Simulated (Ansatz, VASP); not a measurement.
One calculation of NaVS2, two programs

```
Na V S
1.0
     1.83459    1.05920    6.58777
    -1.83459    1.05920    6.58777
     0.00000   -2.11840    6.58777
Na V S
1 1 2
Direct
  0.50000 0.50000 0.50000
  0.00000 0.00000 0.00000
  0.26438 0.26438 0.26438
  0.73562 0.73562 0.73562
```

Change from the starting cell: volume scaled by 1.06, no spin polarisation, LAPW.

Alike in both runs: task single point; functional LDA; k mesh 11 × 11 × 11; occupations fermi-dirac, width 0.03 eV; no spin polarisation.

|  | VASP | Ansatz |
| --- | --- | --- |
| version | VASP 6.6.1 | Ansatz 0.2.0 |
| potentials or method | VASP PAW LDA potentials, release 64 (Na_pv, V_sv, S), cutoff 500 eV | all-electron LAPW, scalar-relativistic |

Ansatz gave:

- pressure (GPa): -12.6
- traceless stress, the component that is largest in VASP (GPa): 4.02
- rms of the force components (eV/Å): 0.329

Question: Estimate VASP's values.

Answer: Pressure (GPa): -12.6; traceless stress, the component that is largest in VASP (GPa): 4.01; rms of the force components (eV/Å): 0.324.

LDA's correlation is that of Perdew and Zunger in VASP and of Perdew and Wang (1992) in Ansatz. Atom by atom the forces differ by 0.005 eV/Å (rms over components). Ansatz ran all-electron here, and VASP with PAW potentials.
